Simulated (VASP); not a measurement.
# Ag (Fm-3m) in VASP: notebook

The runs below take Ag through single point, relaxation of cell and atoms, with PBE+D3(BJ), LDA, PBEsol.

Everything below comes from runs of VASP 6.6.1. Logs are shortened: lines on timing, memory, paths and dates and some standing lists are left out, and cuts for length are marked.

### 1 The cell of the first run

It takes space group Fm-3m (No. 225, cubic). Conventional cell: a = 4.069 Å, b = 4.069 Å, c = 4.069 Å, α = 90.00°, β = 90.00°, γ = 90.00°. Within 3.8 Å of Ag (site symmetry m-3m) lie 12 Ag at 2.88 Å.

### 2 Single point, PBE+D3(BJ)

INCAR reads:

```
SYSTEM = Ag
ALGO = Normal ; EDIFF = 1E-7
ENCUT = 520 ; GGA = PE
ISIF = 2 ; ISMEAR = -1
IVDW = 12 ; LASPH = .True.
LCHARG = .False. ; LREAL = .False.
LWAVE = .False. ; NBANDS = 12
NELM = 80 ; PREC = Accurate
SIGMA = 0.05
```

KPOINTS reads:

```
k-points
0
Gamma
  11 11 11
  0 0 0
```

POSCAR reads:

```
Ag
1.0
    0.0000000000      2.0346288532      2.0346288532
    2.0346288532      0.0000000000      2.0346288532
    2.0346288532      2.0346288532      0.0000000000
Ag
1
Direct
    0.0000000000      0.0000000000      0.0000000000
```

Potentials or basis: VASP PAW PBE potentials, release 64 (Ag).

Launch:

```console
cat potpaw_PBE.64/Ag/POTCAR > POTCAR
mpirun -np 1 vasp_std > vasp.out
```

OUTCAR:

```text
SYSTEM = Ag
   EDIFF = 1E-7
   ENCUT = 520
   GGA = PE
   ISIF = 2
   ISMEAR = -1
   IVDW = 12
   LASPH = .True.
   LREAL = .False.
   NELM = 80
   PREC = Accurate
 IVDW          = 12

 ion  position               nearest neighbor table
   1  0.000  0.000  0.000-

  LATTYP: Found a face centered cubic cell.
 ALAT       =     4.0692577064

  Lattice vectors:

 A1 = (   0.0000000000,   2.0346288532,   2.0346288532)
 A2 = (   2.0346288532,   0.0000000000,   2.0346288532)
 A3 = (   2.0346288532,   2.0346288532,   0.0000000000)

Analysis of symmetry for initial positions (statically):
=====================================================================
 Subroutine PRICEL returns:
 Original cell was already a primitive cell.

 Routine SETGRP: Setting up the symmetry group for a
 face centered cubic supercell.

 Subroutine GETGRP returns: Found 48 space group operations
 (whereof 48 operations were pure point group operations)
 out of a pool of 48 trial point group operations.

The static configuration has the point symmetry O_h .

Analysis of symmetry for dynamics (positions and initial velocities):
=====================================================================
 Subroutine PRICEL returns:
 Original cell was already a primitive cell.

 Routine SETGRP: Setting up the symmetry group for a
 face centered cubic supercell.

 Subroutine GETGRP returns: Found 48 space group operations
 (whereof 48 operations were pure point group operations)
 out of a pool of 48 trial point group operations.

The dynamic configuration has the point symmetry O_h .

 Subroutine INISYM returns: Found 48 space group operations
 (whereof 48 operations are pure point group operations),
 and found     1 'primitive' translations

----------------------------------------------------------------------------------------

                                     Primitive cell

  volume of cell :      16.8456

  direct lattice vectors                    reciprocal lattice vectors
     0.000000000  2.034628853  2.034628853    -0.245745065  0.245745065  0.245745065
     2.034628853  0.000000000  2.034628853     0.245745065 -0.245745065  0.245745065
     2.034628853  2.034628853  0.000000000     0.245745065  0.245745065 -0.245745065

  length of vectors
     2.877399719  2.877399719  2.877399719     0.425642938  0.425642938  0.425642938

  position of ions in fractional coordinates (direct lattice)
     0.000000000  0.000000000  0.000000000

  ion indices of the primitive-cell ions
   primitive index   ion index
[... 80 lines left out ...]
   ISYM   =      2    0-nonsym 1-usesym 2-fastsym
   POTIM  = 0.5000    time-step for ionic-motion
   TEBEG  =    0.0;   TEEND  =   0.0 temperature during run
   PSTRESS=    0.0 pullay stress
   NELECT =      11.0000    total number of electrons
   NUPDOWN=      -1.0000    fix difference up-down
   EMIN   =  10.00;   EMAX   =-10.00  energy-range for DOS
   EFERMI =   0.00;   METHOD = LEGACY
   ISMEAR =    -1;   SIGMA  =   0.05  broadening in eV -4-tet -1-fermi 0-gaus
   EFERMI_NEDOS =   21; number of points for ismear=-14 and -15
   IALGO  =     38    algorithm
   IMIX   =      4    mixing-type and parameters
     AMIX     =   0.40;   BMIX     =  1.00
     AMIX_MAG =   1.60;   BMIX_MAG =  1.00
  volume/ion in A,a.u.               =      16.85       113.68
  Fermi-wavevector in a.u.,A,eV,Ry     =   1.420291  2.683960 27.446015  2.017225
  Thomas-Fermi vector in A             =   2.541221
   LORBIT       =      0    0 simple, 1 ext, 2 COOP (PROOUT), +10 PAW based schemes
   GGA     = PE    functional components
   LHFCALC =     F    Hartree Fock is set to
   AEXX    =    0.0000 exact exchange contribution
   IVDW    =    12    specifies the selected vdW correction
   LEPSILON=     F    determine dielectric tensor
   LRPA    =     F    only Hartree local field effects (RPA)
 non-spin polarized calculation
  energy-cutoff  :      520.00
  volume of cell :       16.85
 maximum number of plane-waves:       465
 NGX is ok and might be reduce to    24
   NGX = 11   NGY = 11   NGZ = 11

 number of electron      11.0000000 magnetization

 Free energy of the ion-electron system (eV)
  ---------------------------------------------------
  ext. energy  EPLUGINS =         0.00000000
  ---------------------------------------------------
  free energy    TOTEN  =        -2.70423330 eV

  energy without entropy =       -2.70165128  energy(sigma->0) =       -2.70294229

 E-fermi :   8.8400     XC(G=0): -12.2839

 val. band max:        8.7928172493   @ k =  -0.4545   0.0909   0.0000
 cond. band min:       8.8975332766   @ k =   0.4545   0.3636   0.0000
 fundamental gap:      0.1047160273
 Fermi energy:         8.8400088223

 k-point     1 :       0.0000    0.0000    0.0000
  band No.  band energies     occupation
      1       0.7413      2.00000
      2       3.7403      2.00000
      3       3.7403      2.00000
      4       3.7403      2.00000
      5       4.7960      2.00000
      6       4.7960      2.00000
      7      24.6489      0.00000
      8      28.2995      0.00000
      9      28.2995      0.00000
     10      28.2995      0.00000
     11      33.1369      0.00000
     12      34.3550      0.00000
[... 331 lines left out ...]
 k-point    24 :      -0.1818    0.1818    0.0000
  band No.  band energies     occupation
      1       2.7939      2.00000
      2       3.3302      2.00000
      3       3.9571      2.00000
      4       4.3659      2.00000
      5       4.3976      2.00000
      6       5.9585      2.00000
      7      20.6217      0.00000
      8      21.0395      0.00000
      9      27.3176      0.00000
     10      29.1149      0.00000
     11      29.8770      0.00000
     12      33.4347      0.00000

 [... further k-points ...]

------------------------ aborting loop because EDIFF is reached ----------------------------------------

 Edisp (eV)   -0.59631

 E8    (eV) :    -0.2606

  FORCE on cell =-STRESS in cart. coord.  units (eV):
  Direction    XX          YY          ZZ          XY          YZ          ZX
  --------------------------------------------------------------------------------------
  -------------------------------------------------------------------------------------
  Total      -0.01999    -0.01999    -0.01999     0.00000     0.00000     0.00000
  in kB      -1.90089    -1.90089    -1.90089     0.00000     0.00000     0.00000
  external pressure =       -1.90 kB  Pullay stress =        0.00 kB

 VOLUME and BASIS-vectors are now :
 -----------------------------------------------------------------------------
  energy-cutoff  :      520.00
  volume of cell :       16.85
      direct lattice vectors                 reciprocal lattice vectors
     0.000000000  2.034628853  2.034628853    -0.245745065  0.245745065  0.245745065
     2.034628853  0.000000000  2.034628853     0.245745065 -0.245745065  0.245745065
     2.034628853  2.034628853  0.000000000     0.245745065  0.245745065 -0.245745065

 POSITION                                       TOTAL-FORCE (eV/Angst)
 -----------------------------------------------------------------------------------
      0.00000      0.00000      0.00000         0.000000      0.000000      0.000000
 -----------------------------------------------------------------------------------
    total drift:                               -0.000000     -0.000000     -0.000000

  FREE ENERGIE OF THE ION-ELECTRON SYSTEM (eV)
  ---------------------------------------------------
  free  energy   TOTEN  =        -3.3005440630 eV

  energy  without entropy=       -3.2979620475  energy(sigma->0) =       -3.29925306
```

Run time: 8.7 s. Hardware: 1 thread of Intel Xeon 6975P-C, shared host; peak memory 0.15 GiB.

What came out:

| Quantity | Value |
| --- | --- |
| Free energy | -3.3005 eV |
| Pressure | -0.2 GPa |
| Dispersion energy per atom | -0.596 eV |

Levels at points of the mesh, in eV from the Fermi level:
```csv
k point,band 2,band 3,band 4,band 5,band 6,band 7,band 8,band 9,band 10,band 11
"(0.00, 0.00, 0.00)",-5.10,-5.10,-5.10,-4.04,-4.04,15.81,19.46,19.46,19.46,24.30
```

Caveat: pairwise dispersion overbinds metals, which lowers pressure and volume.

### 3 Relaxation of cell and atoms, LDA

This run uses another cell than the first one, of 17.05 Å³/atom, 1.012 times its volume.

INCAR reads:

```
SYSTEM = Ag
PREC = Accurate ; ENCUT = 600
EDIFF = 1E-6 ; ISMEAR = -1
SIGMA = 0.05 ; LREAL = .False.
LASPH = .True. ; NELM = 80
ALGO = Normal ; ISIF = 3
LWAVE = .False. ; LCHARG = .False.
IBRION = 2 ; NSW = 80
EDIFFG = -0.01
```

KPOINTS reads:

```
regular mesh
0
Gamma
  11 11 11
  0 0 0
```

POSCAR reads:

```
Ag
1.0
    0.0000000000      2.0427500000      2.0427500000
    2.0427500000      0.0000000000      2.0427500000
    2.0427500000      2.0427500000      0.0000000000
Ag
1
Direct
    0.0000000000      0.0000000000      0.0000000000
```

Potentials or basis: VASP PAW LDA potentials, release 64 (Ag).

Launch:

```console
cat potpaw_LDA.64/Ag/POTCAR > POTCAR
mpirun -np 1 vasp_std > vasp.out
```

OUTCAR:

```text
SYSTEM = Ag
   PREC = Accurate
   ENCUT = 600
   EDIFF = 1E-6
   ISMEAR = -1
   LREAL = .False.
   LASPH = .True.
   NELM = 80
   ISIF = 3
   IBRION = 2
   NSW = 80
   EDIFFG = -0.01

 ion  position               nearest neighbor table
   1  0.000  0.000  0.000-

  LATTYP: Found a face centered cubic cell.
 ALAT       =     4.0855000000

  Lattice vectors:

 A1 = (   0.0000000000,   2.0427500000,   2.0427500000)
 A2 = (   2.0427500000,   0.0000000000,   2.0427500000)
 A3 = (   2.0427500000,   2.0427500000,   0.0000000000)

Analysis of symmetry for initial positions (statically):
=====================================================================
 Subroutine PRICEL returns:
 Original cell was already a primitive cell.

 Routine SETGRP: Setting up the symmetry group for a
 face centered cubic supercell.

 Subroutine GETGRP returns: Found 48 space group operations
 (whereof 48 operations were pure point group operations)
 out of a pool of 48 trial point group operations.

The static configuration has the point symmetry O_h .

Analysis of symmetry for dynamics (positions and initial velocities):
=====================================================================
 Subroutine PRICEL returns:
 Original cell was already a primitive cell.

 Routine SETGRP: Setting up the symmetry group for a
 face centered cubic supercell.

 Subroutine GETGRP returns: Found 48 space group operations
[... 157 lines left out ...]
  Total       -0.7935104     -0.7935104     -0.7935104      0.0000000      0.0000000      0.0000000
  in kB      -74.5740232    -74.5740232    -74.5740232      0.0000000      0.0000000      0.0000000
  external PRESSURE =     -74.5740232 kB  Pullay stress =       0.0000000 kB
[... 22 lines left out ...]
--------------------------------------- Ionic step        2  -------------------------------------------

 number of electron      10.9999998 magnetization

 E-fermi :  10.0619     XC(G=0): -13.2871

 val. band max:        9.9562024079   @ k =  -0.4545   0.0909   0.0000
 cond. band min:      10.1477185426   @ k =   0.4545   0.3636   0.0000
 fundamental gap:      0.1915161347
 Fermi energy:        10.0619461498

 k-point     1 :       0.0000    0.0000    0.0000
  band No.  band energies     occupation
      1       1.1764      2.00000
      2       4.6635      2.00000
      3       4.6635      2.00000
      4       4.6635      2.00000
      5       5.9582      2.00000
      6       5.9582      2.00000
      7      26.1215      0.00000
      8      30.3331      0.00000
      9      30.3331      0.00000
[... 310 lines left out ...]
--------------------------------------- Ionic step        3  -------------------------------------------

 number of electron      11.0000002 magnetization

 Free energy of the ion-electron system (eV)
  ---------------------------------------------------
  ext. energy  EPLUGINS =         0.00000000
  ---------------------------------------------------
  free energy    TOTEN  =        -3.78837875 eV

  energy without entropy =       -3.78639933  energy(sigma->0) =       -3.78738904

 E-fermi :   9.2534     XC(G=0): -12.9621

 val. band max:        9.1816848307   @ k =  -0.4545   0.0909   0.0000
 cond. band min:       9.3184562778   @ k =   0.4545   0.3636   0.0000
 fundamental gap:      0.1367714471
 Fermi energy:         9.2534173892

 k-point     1 :       0.0000    0.0000    0.0000
  band No.  band energies     occupation
      1       0.7649      2.00000
      2       4.0501      2.00000
      3       4.0501      2.00000
      4       4.0501      2.00000
      5       5.2287      2.00000
      6       5.2287      2.00000
      7      25.2119      0.00000
      8      29.0968      0.00000
      9      29.0968      0.00000
[... 304 lines left out ...]
  FREE ENERGIE OF THE ION-ELECTRON SYSTEM (eV)
  ---------------------------------------------------
  free  energy   TOTEN  =        -3.7883787520 eV

  energy  without entropy=       -3.7863993250  energy(sigma->0) =       -3.78738904

 reached required accuracy - stopping structural energy minimisation
```

OSZICAR:

```text
N       E                     dE             d eps       ncg     rms          rms(c)
DAV:   1     0.511982828399E+02    0.51198E+02   -0.61448E+03  1016   0.124E+03
[... 20 lines left out ...]
DAV:   1    -0.420660391882E+01   -0.43940E+00   -0.81485E+00  1023   0.363E+01    0.424E+00
DAV:   2    -0.380397938010E+01    0.40262E+00   -0.16170E+00  1018   0.143E+01    0.165E+00
DAV:   3    -0.379125617327E+01    0.12723E-01   -0.34065E-02  1030   0.191E+00    0.109E+00
DAV:   4    -0.378837434689E+01    0.28818E-02   -0.32686E-03  1060   0.570E-01    0.887E-02
DAV:   5    -0.378837296246E+01    0.13844E-05   -0.17448E-04  1100   0.115E-01    0.182E-02
DAV:   6    -0.378837875519E+01   -0.57927E-05   -0.41781E-06  1069   0.230E-02    0.563E-04
DAV:   7    -0.378837875204E+01    0.31578E-08   -0.44953E-08   523   0.227E-03
   3 F= -.37883788E+01 E0= -.37873890E+01  d E =-.264096E-01
```

It took 11 s on 1 thread of Intel Xeon 6975P-C, shared host; peak memory 0.14 GiB.

What came out:

```
Free energy                            : -3.7884 eV
Relaxed volume                         : 16.00 Å³/atom
Relaxed cell                           : a = 2.828 Å, b = 2.828 Å, c = 2.828 Å, α = 60.00°, β = 60.00°, γ = 60.00°
Space group after relaxing (to 0.05 Å) : Fm-3m (No. 225)
Energy gained by relaxing              : 26.4 meV/atom
Ionic steps                            : 3
Pressure after relaxing                : -0.1 GPa
```

Step by step:
| step | energy change (eV) | largest force (eV/Å) | pressure (GPa) | volume (Å³) |
| --- | --- | --- | --- | --- |
| 1 | 0.0000 | 0.0000 | -7.46 | 17.05 |
| 2 | -0.0052 | 0.0000 | 8.69 | 15.16 |
| 3 | -0.0264 | 0.0000 | -0.07 | 16.00 |

Final structure:
```
Ag
1.0
     0.00000    2.00003    2.00003
     2.00003    0.00000    2.00003
     2.00003    2.00003    0.00000
Ag
1
Direct
  0.00000 0.00000 0.00000
```

LDA usually gives volumes a few per cent too small. Zero-point motion and thermal expansion aren't in these numbers.

### 4 Relaxation of cell and atoms, PBE+D3(BJ)

This run uses another cell than the first one, of 17.05 Å³/atom, 1.012 times its volume.

INCAR reads:

```
PREC = Accurate
ENCUT = 600
EDIFF = 1E-6
ISMEAR = -1
SIGMA = 0.05
LREAL = F
LASPH = T
NELM = 100
ALGO = Normal
ISIF = 3
LWAVE = F
LCHARG = F
GGA = PE
IVDW = 12
IBRION = 2
NSW = 80
EDIFFG = -0.005
```

KPOINTS reads:

```
regular mesh
0
Gamma
  11 11 11
```

POSCAR is that of step 3.

Potentials or basis: VASP PAW PBE potentials, release 64 (Ag).

Launch:

```console
cat potpaw_PBE.64/Ag/POTCAR > POTCAR
mpirun -np 1 vasp_std > vasp.out
```

Run time: 12 s. Hardware: 1 thread of Intel Xeon 6975P-C, shared host; peak memory 0.16 GiB.

Results (log left out):

- Free energy: -3.3005 eV
- Relaxed volume: 16.81 Å³/atom
- Relaxed cell: a = 2.876 Å, b = 2.876 Å, c = 2.876 Å, α = 60.00°, β = 60.00°, γ = 60.00°
- Space group after relaxing (to 0.05 Å): Fm-3m (No. 225)
- Energy gained by relaxing: 1.1 meV/atom
- Ionic steps: 3
- Pressure after relaxing: 0.0 GPa
- Dispersion energy per atom: -0.598 eV

The path:
```
step  energy change (eV)  largest force (eV/Å)  pressure (GPa)  volume (Å³)
   1              0.0000                0.0000           -1.49        17.05
   2             -0.0006                0.0000            1.06        16.66
   3             -0.0011                0.0000            0.03        16.81
```

Final structure:
```
CELL_PARAMETERS angstrom
0.00000 2.03332 2.03332
2.03332 0.00000 2.03332
2.03332 2.03332 0.00000
ATOMIC_POSITIONS crystal
Ag 0.00000 0.00000 0.00000
```

Levels at points of the mesh, in eV from the Fermi level:
```tsv
k point	band 3	band 4	band 5	band 6	band 7	band 8	band 9
(0.00, 0.00, 0.00)	-5.11	-5.11	-4.05	-4.05	15.81	19.48	19.48
```

Caveat: pairwise dispersion overbinds metals, which lowers pressure and volume.

### 5 Single point, PBEsol, non-collinear spin, zero start, spin-orbit coupling

This run uses another cell than the first one, of 17.05 Å³/atom, 1.012 times its volume.

INCAR reads:

```
PREC = Accurate
ENCUT = 520
EDIFF = 1E-6
ISMEAR = -1
SIGMA = 0.05
LREAL = F
LASPH = T
NELM = 150
ALGO = Normal
ISIF = 2
LWAVE = F
LCHARG = F
MAGMOM = 0 0 0
LORBIT = 11
LSORBIT = T
GGA_COMPAT = F
LORBMOM = T
LMAXMIX = 4
GGA = PS
NBANDS = 22
```

KPOINTS reads:

```
regular mesh
0
Gamma
  8 8 8
```

POSCAR is that of step 4.

Launch:

```console
cat potpaw_PBE.64/Ag/POTCAR > POTCAR
mpirun -np 1 vasp_ncl > vasp.out
```

Run time: 23 s. Hardware: 1 thread of Intel Xeon 6975P-C, shared host; peak memory 0.2 GiB.

Results (log left out):

```
Free energy                                           : -3.3046 eV
Pressure                                              : -2.3 GPa
Net moment                                            : 0.00 μB per cell
Valence electrons inside the program's atomic spheres : Ag 9.87
```

Moments on the atoms (μB; x, y, z):
```
Ag  0.00 0.00 0.00
```

Caveat: the PAW data sets were made with another functional, which shifts forces and pressure a little.

### 6 Overview

```tsv
task	level	potentials or basis	spin	cell	k mesh	cutoff (eV)	gap on the mesh (eV)	pressure (GPa)	relaxed volume (Å³/atom)
single point	PBE+D3(BJ)	VASP PAW PBE potentials, release 64 (Ag)	off	a = 2.877 Å, angles 60.0°, 1 atom	11 × 11 × 11	520	none	-0.2	-
relaxation of cell and atoms	LDA	VASP PAW LDA potentials, release 64 (Ag)	off	relaxed from a = 2.889 Å, angles 60.0°, 1 atom	11 × 11 × 11	600	none	-0.1	16.00
relaxation of cell and atoms	PBE+D3(BJ)	VASP PAW PBE potentials, release 64 (Ag)	off	relaxed from a = 2.889 Å, angles 60.0°, 1 atom	11 × 11 × 11	600	none	0.0	16.81
single point	PBEsol	VASP PAW PBE potentials, release 64 (Ag)	non-collinear, zero start, SOC	a = 2.889 Å, angles 60.0°, 1 atom	8 × 8 × 8	520	-	-2.3	-
```

Alike in all rows: smearing fermi-dirac 0.05 eV.

Caveats: pairwise dispersion overbinds metals, which lowers pressure and volume (some runs); the PAW data sets were made with another functional, which shifts forces and pressure a little (some runs).

Absolute energies hang on the potentials; compare differences alone.
